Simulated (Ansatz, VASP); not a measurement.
## S: VASP beside Ansatz

```
S
1.0
     0.00000    4.21730   -2.98137
     3.65229   -2.10865   -2.98137
    -3.65229   -2.10865   -2.98137
S
8
Cartesian
  0.0000 0.0000 -2.2360
  0.0000 2.1086 -3.7267
  1.8261 -1.0543 -3.7267
  1.8261 1.0543 -5.2174
  -1.8261 -1.0543 -3.7267
  -1.8261 1.0543 -5.2174
  0.0000 -2.1086 -5.2174
  0.0000 0.0000 -6.7081
```

Alike in both runs: task relaxation of cell and atoms; functional PBE; k mesh 6 × 6 × 6; occupations gaussian, width 0.1 eV; no spin polarisation.

|  | VASP | Ansatz |
| --- | --- | --- |
| version | VASP 6.6.1 | Ansatz 0.2.0 |
| potentials or method | VASP PAW PBE potentials, release 64 (S), cutoff 600 eV | scalar-relativistic, plane waves, PAW |
| valence electrons in the cell | 48 | 48 |

|  | VASP | Ansatz | Ansatz less VASP |
| --- | --- | --- | --- |
| gap on the k mesh at the Fermi level, each at its own relaxed structure (eV) | none | none | - |
| relaxed volume (Å³/atom) | 17.26 | 17.27 | +0.017 |
| relaxed cell length with the largest relative difference (Å) | 5.168 | 5.170 | +0.0017 |

A gap of «none» marks a metal or a gap that the smearing closes.

Noted on VASP's run: too few bands were computed for a metal, which touches its energy and stress.
